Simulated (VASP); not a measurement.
**CuAu3: single point with PBEsol**

The system is CuAu3.

```
Cu Au
1.0
     3.73580    0.00000    0.00000
     0.00000    3.73580    0.00000
     0.00000    0.00000    4.11732
Cu Au
1 3
Cartesian
  0.0000 0.0000 0.0000
  0.0000 1.8679 2.0587
  1.8679 0.0000 2.0587
  1.8679 1.8679 0.0000
```

This cell differs from its parent crystal: biaxial strain in the a-b plane: -6.0 %.

* Program: VASP 6.6.1
* Task: single point
* Functional: PBEsol
* Potentials or basis: VASP PAW PBE potentials, release 64 (Cu, Au)
* Cutoff: 520 eV
* k mesh: 14 × 14 × 14
* Occupations: gaussian, width 0.1 eV
* Spin: no spin polarisation

* Pressure: 20.3 GPa
* Band gap on the k mesh: zero (bands 22 and 23 overlap by 2.58 eV)

Stress tensor (GPa, compression positive):
```
23.71  0.00  0.00
 0.00 23.71  0.00
 0.00  0.00 13.63
```

Levels at points of the mesh, in eV from the Fermi level:
| k point | band 19 | band 20 | band 21 | band 22 | band 23 | band 24 | band 25 | band 26 |
| --- | --- | --- | --- | --- | --- | --- | --- | --- |
| (0.00, 0.00, 0.00) | -1.61 | -1.36 | -0.98 | -0.44 | 1.38 | 1.38 | 5.26 | 7.79 |
| (0.50, 0.00, 0.00) | -2.39 | -2.27 | -1.78 | -1.73 | 4.96 | 5.44 | 5.46 | 6.15 |
| (0.50, 0.50, 0.00) | -2.35 | -2.35 | -0.43 | 0.16 | 0.68 | 0.68 | 7.95 | 7.97 |
| (0.00, 0.00, 0.50) | -2.41 | -1.98 | -1.36 | -0.98 | 6.25 | 6.25 | 6.43 | 6.53 |
| (0.50, 0.00, 0.50) | -2.50 | -2.48 | -0.98 | -0.38 | -0.21 | -0.20 | 9.24 | 10.23 |
| (0.50, 0.50, 0.50) | -1.70 | -1.66 | -1.54 | -1.50 | -1.50 | -1.50 | 3.25 | 3.76 |

Wall time 13 min on 1 thread of Intel Xeon 8259CL, on a shared host, peak memory 0.5 GiB.

Caveat: the cell differs from its parent crystal (biaxial strain in the a-b plane: -6.0 %); the cell stands under pressure; the PAW data sets were made with another functional, which shifts forces and pressure a little; spin-orbit coupling is left out, which moves the levels of the heavy elements.
